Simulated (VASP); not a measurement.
# RbBr (P6_3/mmc) in VASP: a series of runs, part 2 of 2

VASP 6.6.1. The steps go on from the part before.

### 3 Single point, HSE06

Input file POSCAR:

```
RbBr
1.0
    5.8899870995      0.0000000000      0.0000000000
   -2.9449935497      5.1008784561      0.0000000000
    0.0000000000      0.0000000000      6.8697847830
Rb Br
2 2
Direct
    0.3333333333      0.6666666667      0.2500000000
    0.6666666667      0.3333333333      0.7500000000
    0.6666666667      0.3333333333      0.2500000000
    0.3333333333      0.6666666667      0.7500000000
```

Input file INCAR.step1:

```
PREC = Accurate ; ENCUT = 520
EDIFF = 1E-5 ; ISMEAR = 0
SIGMA = 0.01 ; LREAL = F
LASPH = T ; NELM = 100
ALGO = Normal ; ISIF = 2
LWAVE = T ; LCHARG = F
GGA = PE ; NBANDS = 24
```

Input file INCAR.step2:

```
PREC = Accurate ; ENCUT = 520
EDIFF = 1E-6 ; ISMEAR = 0
SIGMA = 0.01 ; LREAL = F
LASPH = T ; NELM = 100
ALGO = Normal ; ISIF = 2
LWAVE = F ; LCHARG = F
GGA = PE ; LHFCALC = T
HFSCREEN = 0.2079 ; PRECFOCK = Normal
ISTART = 1 ; NBANDS = 24
```

Input file KPOINTS:

```
Automatic mesh
0
Gamma
  3 3 2
```

Potentials or basis: VASP PAW PBE potentials, release 64 (Rb_sv, Br).

Run with:

```
$ cat potpaw_PBE.64/Rb_sv/POTCAR potpaw_PBE.64/Br/POTCAR > POTCAR
$ cp INCAR.step1 INCAR
$ mpirun -np 1 vasp_std > vasp.out
$ cp INCAR.step2 INCAR
$ mpirun -np 1 vasp_std > vasp.out
```

OUTCAR:

```text
PREC = Accurate
   ENCUT = 520
   EDIFF = 1E-6
   ISMEAR = 0
   LREAL = F
   LASPH = T
   NELM = 100
   ISIF = 2
   GGA = PE
   LHFCALC = T
   HFSCREEN = 0.2079
   PRECFOCK = Normal
   ISTART = 1

 ion  position               nearest neighbor table
   1  0.333  0.667  0.250-   3 3.40   3 3.40   3 3.40   4 3.43   4 3.43   2 4.83   2 4.83   2 4.83
                             2 4.83   2 4.83   2 4.83
   2  0.667  0.333  0.750-   4 3.40   4 3.40   4 3.40   3 3.43   3 3.43   1 4.83   1 4.83   1 4.83
                             1 4.83   1 4.83   1 4.83
   3  0.667  0.333  0.250-   1 3.40   1 3.40   1 3.40   2 3.43   2 3.43
   4  0.333  0.667  0.750-   2 3.40   2 3.40   2 3.40   1 3.43   1 3.43

  LATTYP: Found a hexagonal cell.
 ALAT       =     5.8899870995
 C/A-ratio  =     1.1663497164

  Lattice vectors:

 A1 = (   5.8899870995,   0.0000000000,   0.0000000000)
 A2 = (  -2.9449935497,   5.1008784561,   0.0000000000)
 A3 = (   0.0000000000,   0.0000000000,   6.8697847830)

Analysis of symmetry for initial positions (statically):
=====================================================================
 Subroutine PRICEL returns:
 Original cell was already a primitive cell.

 Routine SETGRP: Setting up the symmetry group for a
 hexagonal supercell.

 Subroutine GETGRP returns: Found 24 space group operations
 (whereof 12 operations were pure point group operations)
 out of a pool of 24 trial point group operations.

The static configuration has the point symmetry D_3d.
 The point group associated with its full space group is D_6h.

Analysis of symmetry for dynamics (positions and initial velocities):
=====================================================================
 Subroutine PRICEL returns:
 Original cell was already a primitive cell.

 Routine SETGRP: Setting up the symmetry group for a
 hexagonal supercell.

 Subroutine GETGRP returns: Found 24 space group operations
 (whereof 12 operations were pure point group operations)
 out of a pool of 24 trial point group operations.

The dynamic configuration has the point symmetry D_3d.
 The point group associated with its full space group is D_6h.

 Subroutine INISYM returns: Found 24 space group operations
 (whereof 12 operations are pure point group operations),
 and found     1 'primitive' translations

----------------------------------------------------------------------------------------

                                     Primitive cell

  volume of cell :     206.3966

  direct lattice vectors                    reciprocal lattice vectors
     5.889987099  0.000000000  0.000000000     0.169779659  0.098022332  0.000000000
    -2.944993550  5.100878456  0.000000000     0.000000000  0.196044663  0.000000000
     0.000000000  0.000000000  6.869784783     0.000000000  0.000000000  0.145564968

  length of vectors
[... 36 lines left out ...]
 Subroutine IBZKPT returns following result:
 ===========================================

 Found      6 irreducible k-points:

 Following reciprocal coordinates:
            Coordinates               Weight
  0.000000  0.000000  0.000000      1.000000
  0.333333  0.000000  0.000000      6.000000
  0.333333  0.333333  0.000000      2.000000
  0.000000  0.000000  0.500000      1.000000
  0.333333  0.000000  0.500000      6.000000
  0.333333  0.333333  0.500000      2.000000
   k-points           NKPTS =      6   k-points in BZ     NKDIM =     18   number of bands    NBANDS=     24
   number of dos      NEDOS =    301   number of ions     NIONS =      4
   total plane-waves  NPLWV = 124416
   dimension x,y,z NGX =    48 NGY =   48 NGZ =   54
   dimension x,y,z NGXF=    96 NGYF=   96 NGZF=  108
   ions per type =               2   2
   NGX,Y,Z   is equivalent  to a cutoff of  13.55, 13.55, 13.07 a.u.
   NGXF,Y,Z  is equivalent  to a cutoff of  27.10, 27.10, 26.14 a.u.
 SYSTEM =  unknown system
   PREC   = accura    normal or accurate (medium, high low for compatibility)
   ISTART =      1    job   : 0-new  1-cont  2-samecut
   ICHARG =      0    charge: 1-file 2-atom 10-const
   ISPIN  =      1    spin polarized calculation?
   LNONCOLLINEAR =      F non collinear calculations
   LSORBIT =      F    spin-orbit coupling
   LASPH  =      T    aspherical Exc in radial PAW
   ENCUT  =  520.0 eV  38.22 Ry    6.18 a.u.  10.95 10.95 12.77*2*pi/ulx,y,z
   NELM   =    100;   NELMIN=  2; NELMDL=  0     # of ELM steps
   EDIFF  = 0.1E-05   stopping-criterion for ELM
   LREAL  =      F    real-space projection
   EDIFFG = 0.1E-04   stopping-criterion for IOM
   NSW    =      0    number of steps for IOM
   IBRION =     -1    ionic relax: 0-MD 1-quasi-New 2-CG
   NFREE  =      0    steps in history (QN), initial steepest desc. (CG)
   ISIF   =      2    stress and relaxation
   ISYM   =      3    0-nonsym 1-usesym 2-fastsym
   POTIM  = 0.5000    time-step for ionic-motion
   TEBEG  =    0.0;   TEEND  =   0.0 temperature during run
   PSTRESS=    0.0 pullay stress
   NELECT =      32.0000    total number of electrons
   NUPDOWN=      -1.0000    fix difference up-down
   EMIN   =  10.00;   EMAX   =-10.00  energy-range for DOS
   EFERMI =   0.00;   METHOD = LEGACY
   ISMEAR =     0;   SIGMA  =   0.01  broadening in eV -4-tet -1-fermi 0-gaus
   EFERMI_NEDOS =   21; number of points for ismear=-14 and -15
   IALGO  =     38    algorithm
   IMIX   =      1    mixing-type and parameters
     AMIX     =   0.40;   BMIX     =  1.00
     AMIX_MAG =   1.60;   BMIX_MAG =  1.00
  volume/ion in A,a.u.               =      51.60       348.21
  Fermi-wavevector in a.u.,A,eV,Ry     =   0.879476  1.661969 10.523808  0.773478
  Thomas-Fermi vector in A             =   1.999705
   LORBIT       =      0    0 simple, 1 ext, 2 COOP (PROOUT), +10 PAW based schemes
   GGA     = PE    functional components
   LHFCALC =     T    Hartree Fock is set to
   PRECFOCK=normal    Normal, Fast or Accurate (Low or Medium for compatibility)
   ENCUT4O =  -1.0   cutoff for four orbital integrals eV
   NKREDX  =     1    reduce k-point grid by
   NKREDY  =     1    reduce k-point grid by
   NKREDZ  =     1    reduce k-point grid by
   AEXX    =    0.2500 exact exchange contribution
   HFSCREEN=    0.2079 screening length (either q_TF or 0.3 A-1)
   HFSCREENC=   0.2079 screening length for correlation (either q_TF or 0.3 A-1)
   ENCUTFOCK=  -1.0 apply spherical cutoff to Coloumb kernel
   IVDW    =     0    specifies the selected vdW correction
   LEPSILON=     F    determine dielectric tensor
   LRPA    =     F    only Hartree local field effects (RPA)
 non-spin polarized calculation
 Gauss-broadening in eV      SIGMA  =   0.01
  energy-cutoff  :      520.00
  volume of cell :      206.40
 maximum number of plane-waves:      5580
 NGX is ok and might be reduce to    48
  NGX = 36; NGY = 36; NGZ = 40

 number of electron      31.9999998 magnetization

 Free energy of the ion-electron system (eV)
  ---------------------------------------------------
  ext. energy  EPLUGINS =         0.00000000
  ---------------------------------------------------
  free energy    TOTEN  =       -13.96497354 eV

  energy without entropy =      -13.96497354  energy(sigma->0) =      -13.96497354

 E-fermi :  -3.3802     XC(G=0):  -5.1798

 val. band max:       -3.4495516507   @ k =   0.0000   0.0000   0.0000
 cond. band min:       1.7187221450   @ k =   0.0000   0.0000   0.0000
 fundamental gap:      5.1682737957
 Fermi energy:        -3.3801880258

 k-point     1 :       0.0000    0.0000    0.0000
  band No.  band energies     occupation
      1     -29.7532      2.00000
      2     -29.7430      2.00000
      3     -16.5785      2.00000
      4     -16.5298      2.00000
      5     -12.8069      2.00000
      6     -12.7521      2.00000
[... 151 lines left out ...]
     23       5.8496      0.00000
     24       5.8496      0.00000

------------------------ aborting loop because EDIFF is reached ----------------------------------------

  FORCE on cell =-STRESS in cart. coord.  units (eV):
  Direction    XX          YY          ZZ          XY          YZ          ZX
  --------------------------------------------------------------------------------------
  -------------------------------------------------------------------------------------
  Total        0.1669282      0.1669282      0.3797933      0.0000000      0.0000000      0.0000000
  in kB        1.2957998      1.2957998      2.9481897      0.0000000      0.0000000      0.0000000
  external PRESSURE =       1.8465964 kB  Pullay stress =       0.0000000 kB

 VOLUME and BASIS-vectors are now :
 -----------------------------------------------------------------------------
  energy-cutoff  :      520.00
  volume of cell :      206.40
      direct lattice vectors                 reciprocal lattice vectors
     5.889987099  0.000000000  0.000000000     0.169779659  0.098022332  0.000000000
    -2.944993550  5.100878456  0.000000000     0.000000000  0.196044663  0.000000000
     0.000000000  0.000000000  6.869784783     0.000000000  0.000000000  0.145564968

 POSITION                                       TOTAL-FORCE (eV/Angst)
 -----------------------------------------------------------------------------------
     -0.00000      3.40059      1.71745         0.000000      0.000000     -0.000000
      2.94499      1.70029      5.15234        -0.000000     -0.000000      0.000000
      2.94499      1.70029      1.71745        -0.000000     -0.000000      0.000000
     -0.00000      3.40059      5.15234         0.000000      0.000000     -0.000000
 -----------------------------------------------------------------------------------
    total drift:                               -0.000007      0.000004      0.000001

  FREE ENERGIE OF THE ION-ELECTRON SYSTEM (eV)
  ---------------------------------------------------
  free  energy   TOTEN  =       -13.9649735372 eV

  energy  without entropy=      -13.9649735372  energy(sigma->0) =      -13.96497354
```

It took 9.5 min on 1 thread of Intel Xeon Platinum 8488C (Sapphire Rapids), shared host; peak memory 0.48 GiB.

What came out:

```yaml
Free_energy: -13.9650 eV
Pressure: 0.2 GPa
Band_gap_on_the_k_mesh: 5.17 eV, direct
```

Levels at points of the mesh, in eV from the valence-band top:
| k point | band 13 | band 14 | band 15 | band 16 | band 17 | band 18 | band 19 | band 20 |
| --- | --- | --- | --- | --- | --- | --- | --- | --- |
| (0.00, 0.00, 0.00) | -0.38 | -0.27 | -0.27 | 0.00 | 5.17 | 8.04 | 8.33 | 8.33 |
| (0.00, 0.00, 0.50) | -0.34 | -0.34 | -0.34 | -0.34 | 6.33 | 6.33 | 9.54 | 9.54 |

Caveat: the k points lie up to 0.46 Å⁻¹ apart; the PAW data sets were made with another functional, which shifts forces and pressure a little.

### 4 Single point, PBE-based screened hybrid

POSCAR is that of step 3.

Input file INCAR.step1:

```
ALGO     = Normal         # electronic algorithm
EDIFF    = 1E-5           # SCF threshold, eV
ENCUT    = 520            # plane-wave cutoff, eV
GGA      = PE             # functional
ISIF     = 2              # what is computed and relaxed
ISMEAR   = 0              # smearing method
LASPH    = True           # aspherical terms in the spheres
LCHARG   = False          # write CHGCAR
LREAL    = False          # projectors in reciprocal space
LWAVE    = True           # write WAVECAR
NBANDS   = 24             # bands
NELM     = 60             # most SCF steps
PREC     = Accurate       # precision mode
SIGMA    = 0.01           # smearing width, eV
```

Input file INCAR.step2:

```
AEXX     = 0.15           # exact-exchange fraction
ALGO     = Normal         # electronic algorithm
EDIFF    = 1E-6           # SCF threshold, eV
ENCUT    = 520            # plane-wave cutoff, eV
GGA      = PE             # functional
HFSCREEN = 0.3            # screening, 1/A
ISIF     = 2              # what is computed and relaxed
ISMEAR   = 0              # smearing method
ISTART   = 1            
LASPH    = True           # aspherical terms in the spheres
LCHARG   = False          # write CHGCAR
LHFCALC  = True           # exact exchange
LREAL    = False          # projectors in reciprocal space
LWAVE    = False          # write WAVECAR
NBANDS   = 24             # bands
NELM     = 60             # most SCF steps
PREC     = Accurate       # precision mode
PRECFOCK = Normal       
SIGMA    = 0.01           # smearing width, eV
```

Input file KPOINTS:

```
k-points
0
Gamma
  3 3 2
```

Run with:

```
$ cat potpaw_PBE.64/Rb_sv/POTCAR potpaw_PBE.64/Br/POTCAR > POTCAR
$ cp INCAR.step1 INCAR
$ mpirun -np 1 vasp_std > vasp.out
$ cp INCAR.step2 INCAR
$ mpirun -np 1 vasp_std > vasp.out
```

It took 9.2 min on 1 thread of Intel Xeon Platinum 8488C (Sapphire Rapids), shared host; peak memory 0.48 GiB.

The run converged. Its results:

```yaml
Free_energy: -12.9888 eV
Pressure: 0.3 GPa
Band_gap_on_the_k_mesh: 4.59 eV, direct
```

Stress tensor (GPa, compression positive):
```
0.19 0.00 0.00
0.00 0.19 0.00
0.00 0.00 0.39
```

Levels at points of the mesh, in eV from the valence-band top:
| k point | band 12 | band 13 | band 14 | band 15 | band 16 | band 17 | band 18 | band 19 | band 20 | band 21 |
| --- | --- | --- | --- | --- | --- | --- | --- | --- | --- | --- |
| (0.00, 0.00, 0.00) | -0.37 | -0.37 | -0.27 | -0.27 | 0.00 | 4.59 | 7.41 | 7.67 | 7.67 | 8.51 |
| (0.00, 0.00, 0.50) | -0.55 | -0.34 | -0.34 | -0.34 | -0.34 | 5.74 | 5.74 | 8.90 | 8.90 | 8.90 |

Caveat: the k points lie up to 0.46 Å⁻¹ apart; the PAW data sets were made with another functional, which shifts forces and pressure a little.

### 5 The runs side by side

| level | k mesh | grid for exact exchange (PRECFOCK) | screening parameter | share of exact exchange | gap on the mesh (eV) | pressure (GPa) |
| --- | --- | --- | --- | --- | --- | --- |
| PBE | 6 × 6 × 4 | - | - | - | 4.06 | 0.3 |
| HSE06 | 3 × 3 × 2 | Normal | 0.2079 1/Å | - | 5.17 | 0.2 |
| PBE-based screened hybrid | 3 × 3 × 2 | Normal | 0.3 1/Å | 0.15 | 4.59 | 0.3 |

Alike in all rows: task single point; potentials or basis VASP PAW PBE potentials, release 64 (Rb_sv, Br); no spin polarisation; cell as given; cutoff (eV) 520; smearing gaussian 0.01 eV.

Caveats: some runs use coarse meshes; the PAW data sets were made with another functional, which shifts forces and pressure a little (some runs).

Absolute energies hang on the potentials; compare differences alone.
